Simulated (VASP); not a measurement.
A run of VASP 6.6.1:

Contents of INCAR:

```
ALGO = Normal
EDIFF = 1E-6
ENCUT = 520
GGA = PE
ISIF = 2
ISMEAR = 0
LASPH = T
LCHARG = F
LREAL = F
LWAVE = F
NBANDS = 26
NELM = 100
PREC = Accurate
SIGMA = 0.1
```

The input KPOINTS:

```
k-points
0
Gamma
  15 15 15
```

POSCAR

```
In
1.0
    1.5561682985      0.8984541861      8.3883557400
   -1.5561682985      0.8984541861      8.3883557400
    0.0000000000     -1.7969083721      8.3883557400
In
3
Direct
    0.0000000000      0.0000000000      0.0000000000
    0.7809967063      0.7809967063      0.7809967063
    0.2190032937      0.2190032937      0.2190032937
```

Potentials or basis: VASP PAW PBE potentials, release 64 (In_d).

Command:

```sh
$ cat potpaw_PBE.64/In_d/POTCAR > POTCAR
$ mpirun -np 1 vasp_std > vasp.out
```

Hardware: 1 thread of Intel(R) Xeon(R) 6975P-C (Granite Rapids), with other jobs on the host.

**Question.** How long does it take, and how much memory?

**Answer.** It took 25 min on 1 thread of Intel(R) Xeon(R) 6975P-C (Granite Rapids) (shared host), peak memory 0.85 GiB. Counts: scf iterations 13, k points 344.
